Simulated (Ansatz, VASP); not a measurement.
**Two plane-wave programs on TaSb**

The input POSCAR:

```
TaSb
1.0
    0.0000000000      3.1239570904      3.1239570904
    3.1239570904      0.0000000000      3.1239570904
    3.1239570904      3.1239570904      0.0000000000
Ta Sb
1 1
Direct
    0.0000000000      0.0000000000      0.0000000000
    0.2500000000      0.2500000000      0.2500000000
```

The input INCAR.step1:

```
ALGO = Normal
EDIFF = 1E-4
ENCUT = 520
GGA = PE
ISMEAR = 0
LASPH = T
LCHARG = F
LREAL = F
LWAVE = T
NBANDS = 15
NELM = 80
PREC = Accurate
SIGMA = 0.05
```

File INCAR.step2:

```
ALGO = Normal
EDIFF = 1E-7
ENCUT = 520
ISIF = 2
ISMEAR = 0
ISTART = 1
LASPH = T
LCHARG = F
LMIXTAU = T
LREAL = F
LWAVE = F
METAGGA = R2SCAN
NBANDS = 15
NELM = 80
PREC = Accurate
SIGMA = 0.05
```

KPOINTS

```
k-points
0
Gamma
  10 10 10
```

Input for Ansatz:

```yaml
crystal:
  lattice:
    - [0.0, 3.1239570904, 3.1239570904]
    - [3.1239570904, 0.0, 3.1239570904]
    - [3.1239570904, 3.1239570904, 0.0]
  atoms:
    - { symbol: Ta, position: [0.0, 0.0, 0.0] }
    - { symbol: Sb, position: [0.25, 0.25, 0.25] }
basis:
  ecutwfc: 500
  ecutrho_ratio: 4
kpoints:
  mp_grid: { grid: [10, 10, 10] }
hamiltonian:
  xc: r2scan
scf:
  occupations: { method: gaussian, width: 0.05 }
output:
  forces: true
  stress: true
  eigenvalues: true
```

Alike in both runs: task single point; functional r2SCAN; k mesh 10 × 10 × 10; occupations gaussian, width 0.05 eV; no spin polarisation.

|  | VASP | Ansatz |
| --- | --- | --- |
| version | VASP 6.6.1 | Ansatz 0.2.0 |
| potentials or method | VASP PAW PBE potentials, release 64 (Ta_pv, Sb), cutoff 520 eV | scalar-relativistic, plane waves, PAW |
| valence electrons in the cell | 16 | 28 |

```csv
,VASP,Ansatz,Ansatz less VASP
gap on the k mesh at the Fermi level (eV),none,none,-
pressure (GPa),0.2,0.0,-0.19
```

VASP's potentials were made for PBE, not for r2SCAN. A gap of «none» marks a metal or a gap that the smearing closes. With one functional, cell and mesh, what is left measures potentials, basis and numerics. VASP's potentials hold 16 valence electrons a cell and Ansatz's 28, so a difference there can come from the potentials and not from the codes.

Spin-orbit coupling is off throughout.
